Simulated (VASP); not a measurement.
# Co (Fd-3m) in VASP: further runs, part 2 of 2

VASP 6.6.1.

## Step 3: Single point, PBE (volume scaled by 0.88)

INCAR reads:

```
  ALGO = Normal
  EDIFF = 1E-6
  ENCUT = 520
  GGA = PE
  ISIF = 2
  ISMEAR = -1
  LASPH = True
  LCHARG = False
  LREAL = False
  LWAVE = False
  NBANDS = 16
  NELM = 80
  PREC = Accurate
  SIGMA = 0.1
```

KPOINTS reads:

```
k-points
0
Gamma
  12 12 12
```

POSCAR reads:

```
Co
1.0
    0.0000000000      2.3598975712      2.3598975712
    2.3598975712      0.0000000000      2.3598975712
    2.3598975712      2.3598975712      0.0000000000
Co
2
Direct
    0.1250000000      0.1250000000      0.1250000000
    0.8750000000      0.8750000000      0.8750000000
```

Potentials or basis: VASP PAW PBE potentials, release 64 (Co).

The run is started by

```sh
> cat potpaw_PBE.64/Co/POTCAR > POTCAR
> mpirun -np 1 vasp_std > vasp.out
```

It took 21 s on 1 thread of Intel Xeon 6975P-C, shared host; peak memory 0.17 GiB.

It converged, with:

```
Free energy            : -11.2786 eV
Pressure               : 19.9 GPa
Band gap on the k mesh : zero (band 9 reaches 8.42 eV, above the bottom of band 10 at 7.54 eV)
```

Levels at points of the mesh, in eV from the Fermi level:
| k point | band 6 | band 7 | band 8 | band 9 | band 10 | band 11 | band 12 | band 13 |
| --- | --- | --- | --- | --- | --- | --- | --- | --- |
| (0.00, 0.00, 0.00) | -3.31 | -1.23 | -1.23 | -1.23 | 0.37 | 0.37 | 14.53 | 14.53 |
| (0.50, 0.00, 0.00) | -3.34 | -1.74 | -0.67 | -0.67 | 0.12 | 0.12 | 1.76 | 10.75 |
| (0.50, 0.50, 0.00) | -2.17 | -1.57 | -1.57 | 0.31 | 0.31 | 2.10 | 2.10 | 5.23 |

Caveat: the run has no spin polarisation, though such a crystal can be magnetic. Spin polarisation is off, so any magnetic state and its effect on volume and gap are missing.

## Step 4: Single point, PBE (volume scaled by 0.92)

INCAR reads:

```
SYSTEM = Co
PREC = Accurate
ENCUT = 520
EDIFF = 1E-6
ISMEAR = -1
SIGMA = 0.1
LREAL = .FALSE.
LASPH = .TRUE.
NELM = 100
ALGO = Normal
ISIF = 2
LWAVE = .FALSE.
LCHARG = .FALSE.
GGA = PE
NBANDS = 16
```

KPOINTS reads:

```
regular mesh
0
G
  12 12 12
  0 0 0
```

POSCAR reads:

```
Co
1.0
    0.0000000000      2.3951251166      2.3951251166
    2.3951251166      0.0000000000      2.3951251166
    2.3951251166      2.3951251166      0.0000000000
Co
2
Direct
    0.1250000000      0.1250000000      0.1250000000
    0.8750000000      0.8750000000      0.8750000000
```

Potentials or basis: VASP PAW PBE potentials, release 64 (Co).

The run is started by

```sh
> cat potpaw_PBE.64/Co/POTCAR > POTCAR
> mpirun -np 1 vasp_std > vasp.out
```

OUTCAR:

```text
SYSTEM = Co
   PREC = Accurate
   ENCUT = 520
   EDIFF = 1E-6
   ISMEAR = -1
   LREAL = .FALSE.
   LASPH = .TRUE.
   NELM = 100
   ISIF = 2
   GGA = PE

 ion  position               nearest neighbor table
   1  0.125  0.125  0.125-   2 2.07   2 2.07   2 2.07   2 2.07
   2  0.875  0.875  0.875-   1 2.07   1 2.07   1 2.07   1 2.07

  LATTYP: Found a face centered cubic cell.
 ALAT       =     4.7902502332

  Lattice vectors:

 A1 = (   0.0000000000,   2.3951251166,   2.3951251166)
 A2 = (   2.3951251166,   0.0000000000,   2.3951251166)
 A3 = (   2.3951251166,   2.3951251166,   0.0000000000)

Analysis of symmetry for initial positions (statically):
=====================================================================
 Subroutine PRICEL returns:
 Original cell was already a primitive cell.

 Routine SETGRP: Setting up the symmetry group for a
 face centered cubic supercell.

 Subroutine GETGRP returns: Found 48 space group operations
 (whereof 12 operations were pure point group operations)
 out of a pool of 48 trial point group operations.
[... 158 lines left out ...]
  ---------------------------------------------------
  ext. energy  EPLUGINS =         0.00000000
  ---------------------------------------------------
  free energy    TOTEN  =       -11.39393251 eV

  energy without entropy =      -11.26723688  energy(sigma->0) =      -11.33058470

 E-fermi :   7.2793     XC(G=0): -11.7712

 val. band max:        7.2786115977   @ k =   0.3333   0.1667   0.0833
 cond. band min:       7.3028020322   @ k =   0.5000   0.2500   0.0833
 fundamental gap:      0.0241904345
 Fermi energy:         7.2793007713

 k-point     1 :       0.0000    0.0000    0.0000
  band No.  band energies     occupation
      1      -0.0370      2.00000
      2       3.9193      2.00000
      3       3.9193      2.00000
      4       4.1407      2.00000
      5       4.1407      2.00000
      6       4.1407      2.00000
[... 433 lines left out ...]
      3       3.8443      2.00000
      4       4.0683      2.00000
      5       4.5981      2.00000
      6       4.6662      2.00000
[... 8 lines left out ...]
     15      19.2524      0.00000
     16      23.5640      0.00000

 [... further k-points ...]
[... 5 lines left out ...]
  --------------------------------------------------------------------------------------
  -------------------------------------------------------------------------------------
  Total        1.9474512      1.9474512      1.9474512      0.0000000     -0.0000000     -0.0000000
  in kB      113.5435755    113.5435755    113.5435755      0.0000000     -0.0000000     -0.0000000
  external PRESSURE =     113.5435755 kB  Pullay stress =       0.0000000 kB

 VOLUME and BASIS-vectors are now :
 -----------------------------------------------------------------------------
  energy-cutoff  :      520.00
  volume of cell :       27.48
      direct lattice vectors                 reciprocal lattice vectors
     0.000000000  2.395125117  2.395125117    -0.208757362  0.208757362  0.208757362
     2.395125117  0.000000000  2.395125117     0.208757362 -0.208757362  0.208757362
     2.395125117  2.395125117  0.000000000     0.208757362  0.208757362 -0.208757362

 POSITION                                       TOTAL-FORCE (eV/Angst)
 -----------------------------------------------------------------------------------
      0.59878      0.59878      0.59878        -0.000000     -0.000000     -0.000000
      4.19147      4.19147      4.19147         0.000000      0.000000      0.000000
 -----------------------------------------------------------------------------------
    total drift:                                0.000000      0.000000     -0.000000

  FREE ENERGIE OF THE ION-ELECTRON SYSTEM (eV)
  ---------------------------------------------------
  free  energy   TOTEN  =       -11.3939325141 eV

  energy  without entropy=      -11.2672368801  energy(sigma->0) =      -11.33058470
```

It took 21 s on 1 thread of Intel Xeon 6975P-C, shared host; peak memory 0.17 GiB.

What came out:

```
Free energy            : -11.3939 eV
Pressure               : 11.4 GPa
Band gap on the k mesh : zero (band 9 reaches 7.81 eV, above the bottom of band 10 at 6.99 eV)
```

Levels at points of the mesh, in eV from the Fermi level:
```tsv
k point	band 6	band 7	band 8	band 9	band 10	band 11	band 12	band 13
(0.00, 0.00, 0.00)	-3.14	-1.16	-1.16	-1.16	0.34	0.34	14.09	14.09
(0.50, 0.00, 0.00)	-3.15	-1.64	-0.64	-0.64	0.11	0.11	1.65	10.38
(0.50, 0.50, 0.00)	-2.10	-1.47	-1.47	0.29	0.29	2.02	2.02	5.12
```

Caveat: the run has no spin polarisation, though such a crystal can be magnetic. Spin polarisation is off, so any magnetic state and its effect on volume and gap are missing.

## Step 5: Single point, PBE (volume scaled by 0.96)

INCAR reads:

```
PREC = Accurate ; ENCUT = 520
EDIFF = 1E-7 ; ISMEAR = -1
SIGMA = 0.1 ; LREAL = False
LASPH = True ; NELM = 100
ALGO = Normal ; ISIF = 2
LWAVE = False ; LCHARG = False
GGA = PE ; NBANDS = 16
```

KPOINTS reads:

```
regular mesh
0
Gamma
  12 12 12
```

POSCAR reads:

```
Co
1.0
    0.0000000000      2.4293458131      2.4293458131
    2.4293458131      0.0000000000      2.4293458131
    2.4293458131      2.4293458131      0.0000000000
Co
2
Direct
    0.1250000000      0.1250000000      0.1250000000
    0.8750000000      0.8750000000      0.8750000000
```

The run is started by

```sh
> cat potpaw_PBE.64/Co/POTCAR > POTCAR
> mpirun -np 1 vasp_std > vasp.out
```

Run time: 24 s. Hardware: 1 thread of Intel Xeon 6975P-C, shared host; peak memory 0.17 GiB.

It converged, with:

```yaml
Free_energy: -11.4519 eV
Pressure: 4.5 GPa
Band_gap_on_the_k_mesh: zero (band 9 reaches 7.26 eV, above the bottom of band 10 at 6.48 eV)
```

Levels at points of the mesh, in eV from the Fermi level:
```
           k point  band 5  band 6  band 7  band 8  band 9  band 10  band 11  band 12  band 13  band 14
(0.00, 0.00, 0.00)   -2.98   -2.98   -1.09   -1.09   -1.09     0.31     0.31    13.66    13.66    13.66
(0.50, 0.00, 0.00)   -2.99   -2.99   -1.55   -0.61   -0.61     0.10     0.10     1.56    10.03    10.03
(0.50, 0.50, 0.00)   -2.04   -2.04   -1.39   -1.39    0.28     0.28     1.94     1.94     5.01     5.01
```

Caveat: the run has no spin polarisation, though such a crystal can be magnetic. Spin polarisation is off, so any magnetic state and its effect on volume and gap are missing.

## Step 6: Summary

```csv
cell,k mesh,gap on the mesh (eV),pressure (GPa)
"a = 3.483 Å, angles 60.0°, 2 atoms",11 × 11 × 11,none,-0.9
"a = 3.337 Å, angles 60.0°, 2 atoms",12 × 12 × 12,none,19.9
"a = 3.387 Å, angles 60.0°, 2 atoms",12 × 12 × 12,none,11.4
"a = 3.436 Å, angles 60.0°, 2 atoms",12 × 12 × 12,none,4.5
```

Alike in all rows: task single point; level PBE; potentials or basis VASP PAW PBE potentials, release 64 (Co); no spin polarisation; cutoff (eV) 520; smearing fermi-dirac 0.1 eV.

Caveats: the run has no spin polarisation, though such a crystal can be magnetic.

Absolute energies hang on the potentials; compare differences alone.
